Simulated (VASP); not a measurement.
# K (I4/mmm) in VASP: notebook

K is run at these levels: PBE; tasks: single point.

Everything below comes from runs of VASP 6.6.1. Logs are shortened: lines on timing, memory, paths and dates and some standing lists are left out, and cuts for length are marked.

## Step 1: The cell of the first run

Symmetry: I4/mmm, No. 139, tetragonal system. The conventional cell has a = 5.367 Å, b = 5.367 Å, c = 4.974 Å, α = 90.00°, β = 90.00°, γ = 90.00°.

## Step 2: Single point, PBE (strain +0.025 along x and y, -0.050 along z)

File INCAR:

```
PREC = Accurate
ENCUT = 520
EDIFF = 1E-6
ISMEAR = 0
SIGMA = 0.15
LREAL = F
LASPH = T
NELM = 100
ALGO = Fast
ISIF = 2
LWAVE = F
LCHARG = F
GGA = PE
NBANDS = 10
```

File KPOINTS:

```
Automatic mesh
0
Gamma
  14 14 14
```

File POSCAR:

```
K
1.0
   -2.6834500000      2.6834500000      2.4871000000
    2.6834500000     -2.6834500000      2.4871000000
    2.6834500000      2.6834500000     -2.4871000000
K
1
Direct
    0.0000000000      0.0000000000      0.0000000000
```

Potentials or basis: VASP PAW PBE potentials, release 64 (K_sv).

Launch:

```
$ cat potpaw_PBE.64/K_sv/POTCAR > POTCAR
$ mpirun -np 1 vasp_std > vasp.out
```

OUTCAR:

```text
PREC = Accurate
   ENCUT = 520
   EDIFF = 1E-6
   ISMEAR = 0
   LREAL = F
   LASPH = T
   NELM = 100
   ISIF = 2
   GGA = PE

 ion  position               nearest neighbor table
   1  0.000  0.000  0.000-

  LATTYP: Found a body centered tetragonal cell.
 ALAT       =     5.3669000000
 C/A-ratio  =     0.9268292683

  Lattice vectors:

 A1 = (  -2.6834500000,   2.6834500000,   2.4871000000)
 A2 = (   2.6834500000,  -2.6834500000,   2.4871000000)
 A3 = (   2.6834500000,   2.6834500000,  -2.4871000000)

Analysis of symmetry for initial positions (statically):
=====================================================================
 Subroutine PRICEL returns:
 Original cell was already a primitive cell.

 Routine SETGRP: Setting up the symmetry group for a
 body centered tetragonal supercell.

 Subroutine GETGRP returns: Found 16 space group operations
 (whereof 16 operations were pure point group operations)
 out of a pool of 16 trial point group operations.

The static configuration has the point symmetry D_4h.

Analysis of symmetry for dynamics (positions and initial velocities):
=====================================================================
 Subroutine PRICEL returns:
 Original cell was already a primitive cell.

 Routine SETGRP: Setting up the symmetry group for a
 body centered tetragonal supercell.

 Subroutine GETGRP returns: Found 16 space group operations
 (whereof 16 operations were pure point group operations)
 out of a pool of 16 trial point group operations.

The dynamic configuration has the point symmetry D_4h.

 Subroutine INISYM returns: Found 16 space group operations
 (whereof 16 operations are pure point group operations),
 and found     1 'primitive' translations

----------------------------------------------------------------------------------------

                                     Primitive cell

  volume of cell :      71.6375

  direct lattice vectors                    reciprocal lattice vectors
    -2.683450000  2.683450000  2.487100000     0.000000000  0.186327303  0.201037353
     2.683450000 -2.683450000  2.487100000     0.186327303  0.000000000  0.201037353
     2.683450000  2.683450000 -2.487100000     0.186327303  0.186327303  0.000000000

  length of vectors
     4.537342197  4.537342197  4.537342197     0.274105602  0.274105602  0.263506598

  position of ions in fractional coordinates (direct lattice)
     0.000000000  0.000000000  0.000000000

  ion indices of the primitive-cell ions
   primitive index   ion index
                 1           1

----------------------------------------------------------------------------------------

 KPOINTS: Automatic mesh

Automatic generation of k-mesh.
 Grid dimensions read from file:
 generate k-points for:   14   14   14

 Generating k-lattice:

  Cartesian coordinates                     Fractional coordinates (reciprocal lattice)
     0.000000000  0.013309093  0.014359811     0.071428571  0.000000000 -0.000000000
     0.013309093  0.000000000  0.014359811     0.000000000  0.071428571 -0.000000000
     0.013309093  0.013309093  0.000000000     0.000000000  0.000000000  0.071428571

  Length of vectors
     0.019578972  0.019578972  0.018821900

  Shift w.r.t. Gamma in fractional coordinates (k-lattice)
     0.000000000  0.000000000  0.000000000

 Subroutine IBZKPT returns following result:
 ===========================================

 Found    244 irreducible k-points:

 Following reciprocal coordinates:
            Coordinates               Weight
  0.000000  0.000000  0.000000      1.000000
  0.071429  0.000000  0.000000      8.000000
  0.142857 -0.000000  0.000000      8.000000
  0.214286 -0.000000  0.000000      8.000000
  0.285714  0.000000  0.000000      8.000000
  0.357143 -0.000000  0.000000      8.000000
[... 16 lines left out ...]
  0.214286  0.142857  0.000000     16.000000
  0.285714  0.142857 -0.000000     16.000000
 [... further k-points ...]
   k-points           NKPTS =    244   k-points in BZ     NKDIM =    244   number of bands    NBANDS=     10
   number of dos      NEDOS =    301   number of ions     NIONS =      1
   total plane-waves  NPLWV =  46656
   dimension x,y,z NGX =    36 NGY =   36 NGZ =   36
   dimension x,y,z NGXF=    72 NGYF=   72 NGZF=   72
   ions per type =               1
   NGX,Y,Z   is equivalent  to a cutoff of  13.19, 13.19, 13.19 a.u.
   NGXF,Y,Z  is equivalent  to a cutoff of  26.38, 26.38, 26.38 a.u.
 SYSTEM =  unknown system
   PREC   = accura    normal or accurate (medium, high low for compatibility)
   ISTART =      0    job   : 0-new  1-cont  2-samecut
   ICHARG =      2    charge: 1-file 2-atom 10-const
   ISPIN  =      1    spin polarized calculation?
   LNONCOLLINEAR =      F non collinear calculations
   LSORBIT =      F    spin-orbit coupling
   LASPH  =      T    aspherical Exc in radial PAW
   ENCUT  =  520.0 eV  38.22 Ry    6.18 a.u.   8.44  8.44  8.44*2*pi/ulx,y,z
   NELM   =    100;   NELMIN=  2; NELMDL= -5     # of ELM steps
   EDIFF  = 0.1E-05   stopping-criterion for ELM
   LREAL  =      F    real-space projection
   EDIFFG = 0.1E-04   stopping-criterion for IOM
   NSW    =      0    number of steps for IOM
   IBRION =     -1    ionic relax: 0-MD 1-quasi-New 2-CG
   NFREE  =      0    steps in history (QN), initial steepest desc. (CG)
   ISIF   =      2    stress and relaxation
   ISYM   =      2    0-nonsym 1-usesym 2-fastsym
   POTIM  = 0.5000    time-step for ionic-motion
   TEBEG  =    0.0;   TEEND  =   0.0 temperature during run
   PSTRESS=    0.0 pullay stress
   NELECT =       9.0000    total number of electrons
   NUPDOWN=      -1.0000    fix difference up-down
   EMIN   =  10.00;   EMAX   =-10.00  energy-range for DOS
   EFERMI =   0.00;   METHOD = LEGACY
   ISMEAR =     0;   SIGMA  =   0.15  broadening in eV -4-tet -1-fermi 0-gaus
   EFERMI_NEDOS =   21; number of points for ismear=-14 and -15
   IALGO  =     68    algorithm
   IMIX   =      4    mixing-type and parameters
     AMIX     =   0.40;   BMIX     =  1.00
     AMIX_MAG =   1.60;   BMIX_MAG =  1.00
  volume/ion in A,a.u.               =      71.64       483.43
  Fermi-wavevector in a.u.,A,eV,Ry     =   0.819928  1.549439  9.146945  0.672282
  Thomas-Fermi vector in A             =   1.930820
   LORBIT       =      0    0 simple, 1 ext, 2 COOP (PROOUT), +10 PAW based schemes
   GGA     = PE    functional components
   LHFCALC =     F    Hartree Fock is set to
   AEXX    =    0.0000 exact exchange contribution
   IVDW    =     0    specifies the selected vdW correction
   LEPSILON=     F    determine dielectric tensor
   LRPA    =     F    only Hartree local field effects (RPA)
 non-spin polarized calculation
 RMM-DIIS sequential band-by-band and
 Gauss-broadening in eV      SIGMA  =   0.15
  energy-cutoff  :      520.00
  volume of cell :       71.64
 maximum number of plane-waves:      1956
 NGX is ok and might be reduce to    36
   NGX = 17   NGY = 17   NGZ = 17

 number of electron       8.9999999 magnetization

 Free energy of the ion-electron system (eV)
  ---------------------------------------------------
  ext. energy  EPLUGINS =         0.00000000
  ---------------------------------------------------
  free energy    TOTEN  =        -1.05003904 eV

  energy without entropy =       -1.04143131  energy(sigma->0) =       -1.04573517

 E-fermi :  -0.0569     XC(G=0):  -5.7150

 val. band max:       -0.0678273584   @ k =   0.5000   0.3571   0.0000
 cond. band min:      -0.0371646829   @ k =  -0.4286   0.4286   0.1429
 fundamental gap:      0.0306626755
 Fermi energy:        -0.0568904505

 k-point     1 :       0.0000    0.0000    0.0000
  band No.  band energies     occupation
      1     -32.1794      2.00000
      2     -15.6272      2.00000
      3     -15.6267      2.00000
      4     -15.6267      2.00000
      5      -2.2552      2.00000
      6       4.0074      0.00000
      7       4.4091      0.00000
      8       4.4091      0.00000
      9       4.9178      0.00000
     10       5.4364      0.00000

 k-point     2 :       0.0714    0.0000    0.0000
  band No.  band energies     occupation
      1     -32.1792      2.00000
      2     -15.6307      2.00000
      3     -15.6280      2.00000
      4     -15.6270      2.00000
      5      -2.1883      2.00000
      6       3.9842      0.00000
      7       4.3055      0.00000
      8       4.3860      0.00000
      9       4.8902      0.00000
     10       5.3251      0.00000

 k-point     3 :       0.1429   -0.0000    0.0000
  band No.  band energies     occupation
      1     -32.1785      2.00000
      2     -15.6412      2.00000
      3     -15.6316      2.00000
      4     -15.6274      2.00000
      5      -1.9902      2.00000
      6       3.8369      0.00000
      7       3.9097      0.00000
      8       4.4477      0.00000
      9       4.9041      0.00000
     10       5.1865      0.00000

 k-point     4 :       0.2143   -0.0000    0.0000
  band No.  band energies     occupation
      1     -32.1775      2.00000
      2     -15.6561      2.00000
      3     -15.6368      2.00000
      4     -15.6279      2.00000
      5      -1.6677      2.00000
      6       3.3088      0.00000
      7       3.5887      0.00000
      8       4.6636      0.00000
      9       4.9991      0.00000
     10       5.1315      0.00000
[... 222 lines left out ...]
 k-point    22 :       0.1429    0.1429    0.0000
  band No.  band energies     occupation
      1     -32.1770      2.00000
      2     -15.6638      2.00000
      3     -15.6365      2.00000
      4     -15.6323      2.00000
      5      -1.4592      2.00000
      6       3.1669      0.00000
      7       3.3105      0.00000
      8       4.6773      0.00000
      9       4.8581      0.00000
     10       5.3803      0.00000

 k-point    23 :       0.2143    0.1429    0.0000
  band No.  band energies     occupation
      1     -32.1760      2.00000
      2     -15.6767      2.00000
      3     -15.6428      2.00000
      4     -15.6336      2.00000
      5      -1.0222      2.00000
      6       2.6047      0.00000
      7       3.0341      0.00000
      8       4.8129      0.00000
      9       4.9246      0.00000
     10       5.6150      0.00000

 k-point    24 :       0.2857    0.1429   -0.0000
  band No.  band energies     occupation
      1     -32.1752      2.00000
      2     -15.6875      2.00000
      3     -15.6495      2.00000
      4     -15.6341      2.00000
      5      -0.4909      1.99996
      6       1.9831      0.00000
      7       2.8308      0.00000
      8       4.7596      0.00000
      9       5.1620      0.00000
     10       5.7859      0.00000

 [... further k-points ...]
[... 5 lines left out ...]
  --------------------------------------------------------------------------------------
  -------------------------------------------------------------------------------------
  Total        0.0354328      0.0354328      0.0764787      0.0000000     -0.0000000      0.0000000
  in kB        0.7924564      0.7924564      1.7104509      0.0000000     -0.0000000      0.0000000
  external PRESSURE =       1.0984546 kB  Pullay stress =       0.0000000 kB

 VOLUME and BASIS-vectors are now :
 -----------------------------------------------------------------------------
  energy-cutoff  :      520.00
  volume of cell :       71.64
      direct lattice vectors                 reciprocal lattice vectors
    -2.683450000  2.683450000  2.487100000     0.000000000  0.186327303  0.201037353
     2.683450000 -2.683450000  2.487100000     0.186327303  0.000000000  0.201037353
     2.683450000  2.683450000 -2.487100000     0.186327303  0.186327303  0.000000000

 POSITION                                       TOTAL-FORCE (eV/Angst)
 -----------------------------------------------------------------------------------
      0.00000      0.00000      0.00000         0.000000      0.000000     -0.000000
 -----------------------------------------------------------------------------------
    total drift:                               -0.000000     -0.000000      0.000000

  FREE ENERGIE OF THE ION-ELECTRON SYSTEM (eV)
  ---------------------------------------------------
  free  energy   TOTEN  =        -1.0500390401 eV

  energy  without entropy=       -1.0414313058  energy(sigma->0) =       -1.04573517
```

It took 3.7 min on 1 thread of Oxide Virtual Turin-like, shared host; peak memory 0.28 GiB.

Results:

```yaml
Free_energy: -1.0500 eV
Pressure: 0.1 GPa
```

Stress tensor (GPa, compression positive):
```
0.08 0.00 0.00
0.00 0.08 0.00
0.00 0.00 0.17
```

Levels at points of the mesh, in eV from the Fermi level:
```tsv
k point	band 1	band 2	band 3	band 4	band 5	band 6	band 7	band 8	band 9	band 10
(0.00, 0.00, 0.00)	-32.12	-15.57	-15.57	-15.57	-2.20	4.06	4.47	4.47	4.97	5.49
(0.50, 0.00, 0.00)	-32.12	-15.64	-15.60	-15.57	0.50	0.77	3.03	4.96	5.87	5.95
(0.50, 0.50, 0.00)	-32.12	-15.64	-15.59	-15.57	0.33	0.57	3.48	4.73	5.61	6.38
(0.50, 0.50, 0.50)	-32.11	-15.63	-15.63	-15.62	1.53	1.76	3.26	3.26	4.16	5.73
```

Caveat: the cell differs from its parent crystal (strain +0.025 along x and y, -0.050 along z).

## Step 3: Single point, PBE (strain +0.025 along x and y, -0.025 along z)

File INCAR:

```
PREC = Accurate
ENCUT = 520
EDIFF = 1E-6
ISMEAR = 0
SIGMA = 0.15
LREAL = False
LASPH = True
NELM = 80
ALGO = Fast
ISIF = 2
LWAVE = False
LCHARG = False
GGA = PE
NBANDS = 10
```

KPOINTS is that of step 2.

File POSCAR:

```
K
1.0
   -2.6834500000      2.6834500000      2.5525500000
    2.6834500000     -2.6834500000      2.5525500000
    2.6834500000      2.6834500000     -2.5525500000
K
1
Direct
    0.0000000000      0.0000000000      0.0000000000
```

Potentials or basis: VASP PAW PBE potentials, release 64 (K_sv).

Launch:

```
$ cat potpaw_PBE.64/K_sv/POTCAR > POTCAR
$ mpirun -np 1 vasp_std > vasp.out
```

Wall time 4.6 min (1 thread of Oxide Virtual Turin-like, shared host); peak memory 0.29 GiB.

Results (log left out):

```yaml
Free_energy: -1.0514 eV
Pressure: 0.0 GPa
```

Levels at points of the mesh, in eV from the Fermi level:
| k point | band 1 | band 2 | band 3 | band 4 | band 5 | band 6 | band 7 | band 8 | band 9 | band 10 |
| --- | --- | --- | --- | --- | --- | --- | --- | --- | --- | --- |
| (0.00, 0.00, 0.00) | -32.14 | -15.59 | -15.59 | -15.59 | -2.16 | 4.13 | 4.38 | 4.38 | 5.03 | 5.37 |
| (0.50, 0.00, 0.00) | -32.13 | -15.65 | -15.61 | -15.59 | 0.48 | 0.73 | 3.07 | 4.90 | 5.83 | 5.90 |
| (0.50, 0.50, 0.00) | -32.13 | -15.65 | -15.61 | -15.58 | 0.37 | 0.60 | 3.36 | 4.75 | 5.62 | 6.18 |
| (0.50, 0.50, 0.50) | -32.13 | -15.64 | -15.64 | -15.63 | 1.59 | 1.74 | 3.29 | 3.29 | 3.87 | 5.59 |

Caveat: the cell differs from its parent crystal (strain +0.025 along x and y, -0.025 along z).
